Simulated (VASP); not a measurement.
# TiO2 (C2/m) in VASP: further runs

The runs below take TiO2 through single point, with r2SCAN, SVWN5, revPBE.

All numbers are computed with VASP 6.6.1; they aren't measurements. Logs are shortened: lines on timing, memory, paths and dates and some standing lists are left out, and cuts for length are marked.

## 1. The cell of the first run

It takes space group C2/m (No. 12, monoclinic). Conventional cell: a = 12.549 Å, b = 3.841 Å, c = 6.746 Å, α = 90.00°, β = 106.95°, γ = 90.00°. Ti (site symmetry m) has 6 O at 1.90 to 2.20 Å within 2.5 Å. Ti (site symmetry m) has 6 O at 1.82 to 2.38 Å within 2.4 Å. O (site symmetry m) has 3 Ti at 1.98 to 2.07 Å and 2 O at 2.58 Å within 2.6 Å. Within 2.8 Å of O (site symmetry m) lie 4 Ti at 2.00 to 2.38 Å and 5 O at 2.58 to 2.76 Å. Within 2.4 Å of O (site symmetry m) lie 2 Ti at 1.82 to 1.91 Å. Within 2.6 Å of O (site symmetry m) lie 3 Ti at 1.90 to 2.20 Å and 1 O at 2.59 Å.

## 2. Single point, r2SCAN

Contents of POSCAR:

```
TiO2
1.0
    6.2742662098     -1.9204086332      0.0000000000
    6.2742662098      1.9204086332      0.0000000000
   -1.9661460253      0.0000000000      6.4530957747
Ti O
4 8
Direct
    0.9000710000      0.9000710000      0.2896020000
    0.1952860000      0.1952860000      0.2837620000
    0.0999290000      0.0999290000      0.7103980000
    0.8047140000      0.8047140000      0.7162380000
    0.3619310000      0.3619310000      0.2933970000
    0.2634885000      0.2634885000      0.6525000000
    0.8671885000      0.8671885000      0.9952910000
    0.7365115000      0.7365115000      0.3475000000
    0.9416475000      0.9416475000      0.6300210000
    0.1328115000      0.1328115000      0.0047090000
    0.6380690000      0.6380690000      0.7066030000
    0.0583525000      0.0583525000      0.3699790000
```

Contents of INCAR.step1:

```
SYSTEM = TiO2
  PREC = Accurate
  ENCUT = 520
  ISMEAR = -1
  SIGMA = 0.05
  LREAL = .FALSE.
  LASPH = .TRUE.
  NELM = 80
  NBANDS = 60
  GGA = PE
  ALGO = Normal
  EDIFF = 1E-4
  LWAVE = .TRUE.
  LCHARG = .FALSE.
  KPAR = 4
```

Contents of INCAR.step2:

```
SYSTEM = TiO2
  PREC = Accurate
  ENCUT = 520
  EDIFF = 1E-7
  ISMEAR = -1
  SIGMA = 0.05
  LREAL = .FALSE.
  LASPH = .TRUE.
  NELM = 80
  ALGO = Normal
  ISIF = 2
  LWAVE = .FALSE.
  LCHARG = .FALSE.
  METAGGA = R2SCAN
  LMIXTAU = .TRUE.
  NBANDS = 60
  ISTART = 1
  KPAR = 4
```

Contents of KPOINTS:

```
regular mesh
0
G
  8 8 4
  0 0 0
```

Potentials or basis: VASP PAW PBE potentials, release 64 (Ti_sv, O).

On the command line:

```sh
cat potpaw_PBE.64/Ti_sv/POTCAR potpaw_PBE.64/O/POTCAR > POTCAR
cp INCAR.step1 INCAR
mpirun -np 4 vasp_std > vasp.out
cp INCAR.step2 INCAR
mpirun -np 4 vasp_std > vasp.out
```

OUTCAR:

```text
SYSTEM = TiO2
   PREC = Accurate
   ENCUT = 520
   EDIFF = 1E-7
   ISMEAR = -1
   LREAL = .FALSE.
   LASPH = .TRUE.
   NELM = 80
   ISIF = 2
   METAGGA = R2SCAN
   ISTART = 1

 ion  position               nearest neighbor table
   1  0.900  0.900  0.290-  12 1.90   7 1.91   5 1.98   5 1.98   8 2.20   9 2.20
   2  0.195  0.195  0.284-  10 1.82  12 1.97   8 2.00   8 2.00   5 2.07   6 2.38
   3  0.100  0.100  0.710-   9 1.90  10 1.91  11 1.98  11 1.98   6 2.20  12 2.20
   4  0.805  0.805  0.716-   7 1.82   9 1.97   6 2.00   6 2.00  11 2.07   8 2.38
   5  0.362  0.362  0.293-   1 1.98   1 1.98   2 2.07
   6  0.263  0.263  0.653-   4 2.00   4 2.00   3 2.20   2 2.38
   7  0.867  0.867  0.995-   4 1.82   1 1.91
   8  0.737  0.737  0.347-   2 2.00   2 2.00   1 2.20   4 2.38
   9  0.942  0.942  0.630-   3 1.90   4 1.97   1 2.20
  10  0.133  0.133  0.005-   2 1.82   3 1.91
  11  0.638  0.638  0.707-   3 1.98   3 1.98   4 2.07
  12  0.058  0.058  0.370-   1 1.90   2 1.97   3 2.20

  LATTYP: Found a base centered monoclinic cell.
 ALAT       =    12.5485324196
 B/A-ratio  =     0.3060770087
 C/A-ratio  =     0.5375907333
 COS(beta)  =    -0.2914546970

  Lattice vectors:

 A1 = (   6.2742662098,  -1.9204086332,   0.0000000000)
 A2 = (   6.2742662098,   1.9204086332,   0.0000000000)
 A3 = (  -1.9661460253,   0.0000000000,   6.4530957747)

Analysis of symmetry for initial positions (statically):
=====================================================================
 Subroutine PRICEL returns:
 Original cell was already a primitive cell.

 Routine SETGRP: Setting up the symmetry group for a
 base centered monoclinic supercell.

 Subroutine GETGRP returns: Found  4 space group operations
 (whereof  4 operations were pure point group operations)
 out of a pool of  4 trial point group operations.

The static configuration has the point symmetry C_2h.

Analysis of symmetry for dynamics (positions and initial velocities):
=====================================================================
 Subroutine PRICEL returns:
 Original cell was already a primitive cell.

 Routine SETGRP: Setting up the symmetry group for a
 base centered monoclinic supercell.

 Subroutine GETGRP returns: Found  4 space group operations
 (whereof  4 operations were pure point group operations)
 out of a pool of  4 trial point group operations.

The dynamic configuration has the point symmetry C_2h.

 Subroutine INISYM returns: Found  4 space group operations
[... 129 lines left out ...]
   NUPDOWN=      -1.0000    fix difference up-down
   EMIN   =  10.00;   EMAX   =-10.00  energy-range for DOS
   EFERMI =   0.00;   METHOD = LEGACY
   ISMEAR =    -1;   SIGMA  =   0.05  broadening in eV -4-tet -1-fermi 0-gaus
   EFERMI_NEDOS =   21; number of points for ismear=-14 and -15
   IALGO  =     38    algorithm
   IMIX   =      4    mixing-type and parameters
     AMIX     =   0.40;   BMIX     =  1.00
     AMIX_MAG =   1.60;   BMIX_MAG =  1.00
  volume/ion in A,a.u.               =      12.96        87.45
  Fermi-wavevector in a.u.,A,eV,Ry     =   1.393949  2.634182 26.437412  1.943095
  Thomas-Fermi vector in A             =   2.517546
   LORBIT       =      0    0 simple, 1 ext, 2 COOP (PROOUT), +10 PAW based schemes
   METAGGA = R2SCAN    functional components
   LHFCALC =     F    Hartree Fock is set to
   AEXX    =    0.0000 exact exchange contribution
   IVDW    =     0    specifies the selected vdW correction
   LEPSILON=     F    determine dielectric tensor
   LRPA    =     F    only Hartree local field effects (RPA)
 non-spin polarized calculation
  energy-cutoff  :      520.00
  volume of cell :      155.51
 maximum number of plane-waves:      4211
 NGX is ok and might be reduce to    50
   NGX = 25   NGY = 25   NGZ = 25

 number of electron      96.0000001 magnetization

 Free energy of the ion-electron system (eV)
  ---------------------------------------------------
  ext. energy  EPLUGINS =         0.00000000
  ---------------------------------------------------
  free energy    TOTEN  =      -139.09331166 eV

  energy without entropy =     -139.09331166  energy(sigma->0) =     -139.09331166

 E-fermi :   2.9739     XC(G=0): -10.6594

 val. band max:        1.6996175577   @ k =  -0.2500   0.2500   0.5000
 cond. band min:       4.6100922474   @ k =   0.0000   0.0000   0.0000
 fundamental gap:      2.9104746896
 Fermi energy:         2.9739333918

 k-point     1 :       0.0000    0.0000    0.0000
  band No.  band energies     occupation
      1     -56.9880      2.00000
      2     -56.9796      2.00000
      3     -56.8889      2.00000
      4     -56.8841      2.00000
      5     -32.2633      2.00000
      6     -32.2239      2.00000
[... 1501 lines left out ...]
     59       6.2917      0.00000
     60       6.3213      0.00000

 [... further k-points ...]

------------------------ aborting loop because EDIFF is reached ----------------------------------------

  FORCE on cell =-STRESS in cart. coord.  units (eV):
  Direction    XX          YY          ZZ          XY          YZ          ZX
  --------------------------------------------------------------------------------------
  -------------------------------------------------------------------------------------
  Total      -14.0313285    -13.4479524    -15.0272887      0.0000000      0.0000000     -0.2159524
  in kB     -144.5621759   -138.5517599   -154.8233698      0.0000000      0.0000000     -2.2249171
  external PRESSURE =    -145.9791019 kB  Pullay stress =       0.0000000 kB

 VOLUME and BASIS-vectors are now :
 -----------------------------------------------------------------------------
  energy-cutoff  :      520.00
  volume of cell :      155.51
      direct lattice vectors                 reciprocal lattice vectors
     6.274266210 -1.920408633  0.000000000     0.079690594 -0.260361254  0.024280338
     6.274266210  1.920408633  0.000000000     0.079690594  0.260361254  0.024280338
    -1.966146025  0.000000000  6.453095775     0.000000000  0.000000000  0.154964382

 POSITION                                       TOTAL-FORCE (eV/Angst)
 -----------------------------------------------------------------------------------
     10.72517      0.00000      1.86883         0.143542      0.000000     -0.213585
      1.89264      0.00000      1.83114        -0.042146      0.000000     -0.505112
     -0.14278      0.00000      4.58427        -0.143542      0.000000      0.213585
      8.68975      0.00000      4.62195         0.042146      0.000000      0.505112
      3.96484      0.00000      1.89332        -0.317940      0.000000     -0.001715
      2.02348      0.00000      4.21064        -0.219442      0.000000      0.054241
      8.92506      0.00000      6.42271        -0.298091      0.000000     -0.259662
      8.55890      0.00000      2.24245         0.219442      0.000000     -0.054241
     10.57758      0.00000      4.06559         0.158460      0.000000     -0.038739
      1.65733      0.00000      0.03039         0.298091      0.000000      0.259662
      6.61754      0.00000      4.55978         0.317940      0.000000      0.001715
      0.00481      0.00000      2.38751        -0.158460      0.000000      0.038739
 -----------------------------------------------------------------------------------
    total drift:                               -0.000000     -0.000000      0.000000

  FREE ENERGIE OF THE ION-ELECTRON SYSTEM (eV)
  ---------------------------------------------------
  free  energy   TOTEN  =      -139.0933116601 eV

  energy  without entropy=     -139.0933116601  energy(sigma->0) =     -139.09331166
```

OUTCAR.step1:

```text
SYSTEM = TiO2
   PREC = Accurate
   ENCUT = 520
   ISMEAR = -1
   LREAL = .FALSE.
   LASPH = .TRUE.
   NELM = 80
[... 1774 lines left out ...]
      1.65733      0.00000      0.03039         0.227683      0.000000      0.236316
      6.61754      0.00000      4.55978         0.221246      0.000000      0.023186
      0.00481      0.00000      2.38751        -0.160810      0.000000     -0.046666
 -----------------------------------------------------------------------------------
    total drift:                               -0.000000     -0.000000      0.000000

  FREE ENERGIE OF THE ION-ELECTRON SYSTEM (eV)
  ---------------------------------------------------
  free  energy   TOTEN  =      -107.4935157035 eV

  energy  without entropy=     -107.4935157035  energy(sigma->0) =     -107.49351570
```

OSZICAR.step1:

```text
N       E                     dE             d eps       ncg     rms          rms(c)
DAV:   1     0.148393661484E+04    0.14839E+04   -0.48138E+04  9480   0.183E+03
DAV:   2     0.170130789508E+03   -0.13138E+04   -0.12459E+04  9596   0.569E+02
DAV:   3    -0.119294994153E+03   -0.28943E+03   -0.28147E+03 11892   0.235E+02
DAV:   4    -0.141412327114E+03   -0.22117E+02   -0.22066E+02 13944   0.705E+01
DAV:   5    -0.142931890907E+03   -0.15196E+01   -0.15189E+01 14592   0.144E+01    0.425E+01
DAV:   6    -0.109593725081E+03    0.33338E+02   -0.23113E+02 13708   0.959E+01    0.198E+01
DAV:   7    -0.108370043217E+03    0.12237E+01   -0.49196E+01 13364   0.400E+01    0.112E+01
DAV:   8    -0.107415802019E+03    0.95424E+00   -0.43127E+00 13148   0.139E+01    0.492E+00
DAV:   9    -0.107539132594E+03   -0.12333E+00   -0.11749E+00 14368   0.563E+00    0.267E+00
DAV:  10    -0.107491584120E+03    0.47548E-01   -0.31274E-01 13488   0.378E+00    0.960E-01
DAV:  11    -0.107510768697E+03   -0.19185E-01   -0.15570E-01 13088   0.328E+00    0.110E+00
DAV:  12    -0.107494598454E+03    0.16170E-01   -0.40346E-02 13164   0.150E+00    0.408E-01
DAV:  13    -0.107493445255E+03    0.11532E-02   -0.18313E-02 13692   0.821E-01    0.102E-01
DAV:  14    -0.107493550848E+03   -0.10559E-03   -0.13890E-03 13044   0.239E-01    0.946E-02
DAV:  15    -0.107493515703E+03    0.35145E-04   -0.42098E-04  8760   0.136E-01
   1 F= -.10749352E+03 E0= -.10749352E+03  d E =-.575454E-11
```

Run time: 26 min. Hardware: 4 MPI ranks of Intel Xeon Platinum 8259CL at 2.50GHz (Skylake/Cascade Lake), shared host; peak memory 0.73 GiB.

Results:

```yaml
Free_energy: -139.0933 eV
Pressure: -14.6 GPa
Largest_force: 0.507 eV/Å
Band_gap_on_the_k_mesh: 2.91 eV (least direct gap 3.08 eV)
```

Forces on the atoms (eV/Å):
```
Ti   0.144  0.000 -0.214
Ti  -0.042  0.000 -0.505
Ti  -0.144  0.000  0.214
Ti   0.042  0.000  0.505
O   -0.318  0.000 -0.002
O   -0.219  0.000  0.054
O   -0.298  0.000 -0.260
O    0.219  0.000 -0.054
O    0.158  0.000 -0.039
O    0.298  0.000  0.260
O    0.318  0.000  0.002
O   -0.158  0.000  0.039
```

Caveat: the cell stands under tension; the PAW data sets were made with another functional, which shifts forces and pressure a little. A k mesh can miss the band edges.

## 3. Single point, SVWN5

This run uses another cell than the first one, of 11.98 Å³/atom.

Contents of INCAR:

```
  ALGO = Normal
  EDIFF = 1E-6
  ENCUT = 520
  GGA = VW
  ISIF = 2
  ISMEAR = -1
  LASPH = T
  LCHARG = F
  LREAL = F
  LWAVE = F
  NBANDS = 60
  NELM = 100
  PREC = Accurate
  SIGMA = 0.05
```

Contents of KPOINTS:

```
k-points
0
Gamma
  8 8 4
```

Changes to POSCAR since step 2:

```diff
@@ -2,5 +2,5 @@
 1.0
-    6.2742662098     -1.9204086332      0.0000000000
-    6.2742662098      1.9204086332      0.0000000000
-   -1.9661460253      0.0000000000      6.4530957747
+    6.1122767729     -1.8708273909      0.0000000000
+    6.1122767729      1.8708273909      0.0000000000
+   -1.9153839319      0.0000000000      6.2864893037
 Ti O
```

Potentials or basis: VASP PAW PBE potentials, release 64 (Ti_sv, O).

On the command line:

```sh
cat potpaw_PBE.64/Ti_sv/POTCAR potpaw_PBE.64/O/POTCAR > POTCAR
mpirun -np 1 vasp_std > vasp.out
```

It took 9.7 min on 1 thread of Intel Xeon 6975P-C (Granite Rapids), shared host; peak memory 0.58 GiB.

It converged, with:

| Item | Value |
| --- | --- |
| Free energy | -117.6139 eV |
| Pressure | -7.3 GPa |
| Largest force | 0.145 eV/Å |
| Band gap on the k mesh | 2.71 eV (least direct gap 2.89 eV) |

Forces in eV/Å, atoms in the order of the input:
```
Ti  -0.110  0.000  0.048
Ti   0.028  0.000  0.082
Ti   0.110  0.000 -0.048
Ti  -0.028  0.000 -0.082
O   -0.145  0.000 -0.001
O   -0.115  0.000 -0.047
O   -0.113  0.000  0.058
O    0.115  0.000  0.047
O   -0.028  0.000 -0.081
O    0.113  0.000 -0.058
O    0.145  0.000  0.001
O    0.028  0.000  0.081
```

Stress tensor (GPa, compression positive):
```
-7.44  0.00  0.13
 0.00 -7.30  0.00
 0.13  0.00 -7.29
```

Levels at points of the mesh, in eV from the valence-band top:
```
           k point  band 45  band 46  band 47  band 48  band 49  band 50  band 51  band 52
(0.00, 0.00, 0.00)    -0.77    -0.75    -0.35    -0.19     2.71     3.07     3.33     3.34
(0.50, 0.00, 0.00)    -0.88    -0.46    -0.22    -0.13     3.11     3.16     3.61     3.67
(0.50, 0.50, 0.00)    -0.89    -0.62    -0.39    -0.12     2.86     2.91     3.43     3.51
(0.00, 0.00, 0.50)    -0.71    -0.65    -0.60    -0.44     2.83     3.10     3.27     3.40
(0.50, 0.00, 0.50)    -0.68    -0.52    -0.10    -0.01     3.15     3.21     3.46     3.68
(0.50, 0.50, 0.50)    -0.86    -0.40    -0.23    -0.19     2.98     3.10     3.23     3.40
```

Caveat: the cell stands under tension; the PAW data sets were made with another functional, which shifts forces and pressure a little. A k mesh can miss the band edges.

[end of part 1 of 2]
